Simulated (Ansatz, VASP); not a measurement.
## Two plane-wave programs on Te

```
Te
1.0
     4.52261    0.00000    0.00000
    -2.26130    3.91669    0.00000
     0.00000    0.00000    6.04480
Te
3
Direct
  0.73524 0.00000 0.33333
  0.00000 0.73524 0.66667
  0.26476 0.26476 0.00000
```

Alike in both runs: task single point; functional PBE; k mesh 12 × 12 × 6; occupations gaussian, width 0.01 eV; no spin polarisation.

|  | VASP | Ansatz |
| --- | --- | --- |
| version | VASP 6.6.1 | Ansatz 0.2.0 |
| potentials or method | VASP PAW PBE potentials, release 64 (Te), cutoff 520 eV | scalar-relativistic, plane waves, PAW |
| valence electrons in the cell | 18 | 48 |

```csv
,VASP,Ansatz,Ansatz less VASP
gap on the k mesh at the Fermi level (eV),0.15,0.17,+0.020
least direct gap on the mesh (eV),0.15,0.17,+0.020
pressure (GPa),-0.5,-0.5,0.00
"traceless stress, the component that is largest in VASP (GPa)",-0.44,-0.45,-0.011
```

With one functional, cell and mesh, what is left measures potentials, basis and numerics. VASP's potentials hold 18 valence electrons a cell and Ansatz's 48, so a difference there can come from the potentials and not from the codes.

Neither program's run includes spin-orbit coupling.
